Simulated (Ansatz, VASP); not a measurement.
**Al: VASP beside Ansatz**

```xyz
2
Lattice="2.8635 0.0000 0.0000 -1.4317 2.4798 0.0000 0.0000 0.0000 4.6761" Properties=species:S:1:pos:R:3 pbc="T T T"
Al    0.0000    1.6532    1.1690
Al    1.4317    0.8266    3.5070
```

Alike in both runs: task relaxation of cell and atoms; functional r2SCAN; k mesh 13 × 13 × 7; occupations fermi-dirac, width 0.1 eV; no spin polarisation.

```csv
,VASP,Ansatz
version,VASP 6.6.1,Ansatz 0.2.0
potentials or method,"VASP PAW PBE potentials, release 64 (Al), cutoff 600 eV","plane waves (500 eV) with PAW, scalar-relativistic"
valence electrons in the cell,6,6
```

|  | VASP | Ansatz | Ansatz less VASP |
| --- | --- | --- | --- |
| relaxed volume (Å³/atom) | 15.95 | 16.01 | +0.054 |
| relaxed cell length with the largest relative difference (Å) | 4.577 | 4.584 | +0.0072 |

VASP's potentials were made for PBE, not for r2SCAN.
